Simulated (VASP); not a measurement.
Crystal: BN.

```
N B
1.0
     2.50804    0.00000    0.00000
    -1.24671    2.17623    0.00000
    -0.63067   -1.08812    3.02254
N B
1 1
Direct
  0.66851 0.33238 0.98500
  0.97964 0.98350 0.00181
```

Program: VASP 6.6.1. Alike in all runs: task single point; potentials or basis VASP PAW PBE potentials, release 64 (N, B); no spin polarisation; cell as given; cutoff (eV) 520.

Task: Order these runs on this cell by their band gap on the k mesh, lowest first.
A. level r2SCAN; k mesh 13 × 13 × 9; smearing fermi-dirac 0.05 eV
B. level r2SCAN50; k mesh 7 × 7 × 5; smearing fermi-dirac 0.05 eV; grid for exact exchange (PRECFOCK) Normal; share of exact exchange 0.5
C. level r2SCAN0; k mesh 7 × 7 × 5; smearing fermi-dirac 0.05 eV; grid for exact exchange (PRECFOCK) Normal; share of exact exchange 0.25
D. level PBEsol; k mesh 13 × 13 × 9; smearing gaussian 0.1 eV

Result: D (2.70 eV), A (3.32 eV), C (5.47 eV), B (7.31 eV).

Caveats: some runs use coarse meshes; an odd mesh through Γ misses points on the zone boundary, where band edges can lie.
